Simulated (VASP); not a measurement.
Set up this calculation in VASP 6.6.1, as the native input.

- Task: single point
- Functional: PBE
- Dispersion: D3(BJ)
- Potentials or basis: VASP PAW PBE potentials, release 64 (B, N)
- Cutoff: 520 eV
- k mesh: 12 × 12 × 1
- Occupations: gaussian, width 0.05 eV
- Spin: no spin polarisation
- Dipole correction: yes
- Further INCAR settings: ALGO = Normal; EDIFF = 1e-06; NBANDS = 21

The structure of BN lies in POSCAR:

```
BN
1.0
    2.5064381600      0.0000000000      0.0000000000
   -1.2532190800      2.1706391196      0.0000000000
    0.0000000000      0.0000000000     23.6168458209
B N
3 3
Direct
    0.3333333333      0.6666666667      0.3599125838
    0.6666666667      0.3333333333      0.5000000000
    0.3333333333      0.6666666667      0.6400874162
    0.6666666667      0.3333333333      0.3599125838
    0.3333333333      0.6666666667      0.5000000000
    0.6666666667      0.3333333333      0.6400874162
```

The input as run:

INCAR

```
PREC = Accurate
ENCUT = 520
EDIFF = 1E-6
ISMEAR = 0
SIGMA = 0.05
LREAL = F
LASPH = T
NELM = 100
ALGO = Normal
ISIF = 2
LWAVE = F
LCHARG = T
LDIPOL = T
IDIPOL = 3
DIPOL = 0.5 0.5 0.500
GGA = PE
IVDW = 12
LELF = T
LVHAR = T
LVACPOTAV = T
NBANDS = 21
```

KPOINTS

```
Automatic mesh
0
Gamma
  12 12 1
```

Potentials or basis: VASP PAW PBE potentials, release 64 (B, N).

Run with:

```sh
$ cat potpaw_PBE.64/B/POTCAR potpaw_PBE.64/N/POTCAR > POTCAR
$ mpirun -np 1 vasp_std > vasp.out
```

It gave:

The largest force is 0.030 eV/Å. The band gap on the k mesh is 4.35 eV, indirect (least direct gap 4.66 eV) and the dispersion energy per atom is -0.118 eV.

It took 43 s on 1 thread of Intel(R) Xeon(R) 6975P-C (Granite Rapids), on a shared host, peak memory 0.26 GiB.
